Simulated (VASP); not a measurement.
Runs of VASP 6.6.1 on Ir. The structure is that of space group Fm-3m (No. 225), or close to it. The cells are those of the table. 

```csv
level,cell,screening parameter,gap on the mesh (eV),pressure (GPa)
PBE0,"a = 2.672 Å, angles 60.0°, 1 atom",-,none,15.5
HSE06,"a = 2.672 Å, angles 60.0°, 1 atom",0.2079 1/Å,none,15.3
PBE0,"a = 2.691 Å, angles 60.0°, 1 atom",-,none,(a)
HSE06,"a = 2.654 Å, angles 60.0°, 1 atom",0.2079 1/Å,none,25.8
```

Alike in all rows: task single point; potentials or basis VASP PAW PBE potentials, release 64 (Ir_sv_GW); no spin polarisation; k mesh 8 × 8 × 8; cutoff (eV) 420; smearing fermi-dirac 0.05 eV.

Question: Fill in the values left out.

Answer: (a) 6.1.

Caveats: some runs use coarse meshes; the PAW data sets were made with another functional, which shifts forces and pressure a little; spin-orbit coupling is left out, which moves the levels of the heavy elements; the cell stands under pressure (at least some runs).

A k mesh can miss the band edges, and the runs leave out spin-orbit coupling on Ir.

A gap of «none» marks levels without a gap at the run's occupations.
